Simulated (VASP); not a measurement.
Wanted: the native input for a VASP 6.6.1 run.

* Task: relaxation of the atoms
* Functional: PBEsol
* Potentials or basis: VASP PAW PBE potentials, release 64 (Ir, Ag)
* Cutoff: 520 eV
* k mesh: 7 × 7 × 7
* Occupations: fermi-dirac, width 0.1 eV
* Spin: no spin polarisation
* Dipole correction: no
* Further INCAR settings: ALGO = Normal; EDIFF = 1e-06; IBRION = 2; EDIFFG = -0.01; NSW = 80

The structure of Ag2Ir lies in POSCAR:

```
Ag2Ir
1.0
    4.9031234000      0.0000000000      0.0000000000
    0.0000000000      4.9031234000      0.0000000000
    0.0000000000      0.0000000000      4.9031234000
Ir Ag
2 4
Direct
    0.0000000000      0.0000000000      0.0000000000
    0.5000000000      0.5000000000      0.5000000000
    0.2500000000      0.2500000000      0.2500000000
    0.7500000000      0.7500000000      0.2500000000
    0.2500000000      0.7500000000      0.7500000000
    0.7500000000      0.2500000000      0.7500000000
```

These files were run (other wordings do the same):

INCAR

```
SYSTEM = Ag2Ir
ALGO = Normal
EDIFF = 1E-6
EDIFFG = -0.01
ENCUT = 520
GGA = PS
IBRION = 2
ISIF = 2
ISMEAR = -1
LASPH = .True.
LCHARG = .False.
LREAL = .False.
LWAVE = .False.
NELM = 60
NSW = 80
PREC = Accurate
SIGMA = 0.1
```

KPOINTS

```
k-points
0
Gamma
  7 7 7
  0 0 0
```

Potentials or basis: VASP PAW PBE potentials, release 64 (Ir, Ag).

Command:

```sh
$ cat potpaw_PBE.64/Ir/POTCAR potpaw_PBE.64/Ag/POTCAR > POTCAR
$ mpirun -np 1 vasp_std > vasp.out
```

Results of the run:

```
Pressure after relaxing : 63.5 GPa
Band gap on the k mesh  : zero (bands 31 and 32 overlap by 1.34 eV)
```

Caveat: the relaxation stopped at its first step, so nothing moved; the PAW data sets were made with another functional, which shifts forces and pressure a little; spin-orbit coupling is left out, which moves the levels of the heavy elements.

Wall time 94 s on 1 thread of Oxide Virtual Turin-like Processor (shared host), peak memory 0.21 GiB.
